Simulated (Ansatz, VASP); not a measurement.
**C: VASP beside Ansatz**

Contents of INCAR:

```
SYSTEM = C
ALGO = Normal
EDIFF = 1E-8
ENCUT = 1000
GGA_COMPAT = .False.
ISIF = 2
ISMEAR = -1
LASPH = .True.
LCHARG = .False.
LEFG = .True.
LREAL = .False.
LWAVE = .False.
NBANDS = 11
NELM = 120
PREC = Accurate
SIGMA = 0.03
```

Contents of KPOINTS:

```
k-points
0
Gamma
  16 16 16
  0 0 0
```

File POSCAR:

```
C
1.0
    0.0000000000      1.7893249605      1.7893249605
    1.7893249605      0.0000000000      1.7893249605
    1.7893249605      1.7893249605      0.0000000000
C
2
Direct
    0.5000000000      0.5000000000      0.5000000000
    0.7500000000      0.7500000000      0.7500000000
```

Input for Ansatz:

```yaml
crystal:
  lattice:
    - [0.0, 1.7893249605, 1.7893249605]
    - [1.7893249605, 0.0, 1.7893249605]
    - [1.7893249605, 1.7893249605, 0.0]
  atoms:
    - { symbol: C, position: [0.5, 0.5, 0.5] }
    - { symbol: C, position: [0.75, 0.75, 0.75] }
kpoints:
  mp_grid: { grid: [16, 16, 16] }
scf:
  occupations: { method: fermi_dirac, width: 0.03 }
hamiltonian:
  xc: lda
  pseudopotentials: { kind: paw }
output:
  forces: true
  stress: true
  eigenvalues: true
  efg: { contact_densities: true }
  write_density: true
  write_potential: true
  elf: true
  volumetric_format: npy
```

Change from the starting cell: volume scaled by 1.01, PAW files.

Alike in both runs: task electric field gradients; functional LDA; k mesh 16 × 16 × 16; occupations fermi-dirac, width 0.03 eV; no spin polarisation.

|  | VASP | Ansatz |
| --- | --- | --- |
| version | VASP 6.6.1 | Ansatz 0.2.0 |
| potentials or method | VASP PAW LDA potentials, release 64 (C_h) | PAW with Ansatz's default frozen-core files, scalar-relativistic |
| plane-wave cutoff (eV) | 1000 | 420 |
| valence electrons in the cell | 8 | 8 |

```tsv
	VASP	Ansatz	Ansatz less VASP
gap on the k mesh at the Fermi level (eV)	4.08	4.08	+0.003
```

LDA's correlation is that of Perdew and Zunger in VASP and of Perdew and Wang (1992) in Ansatz.
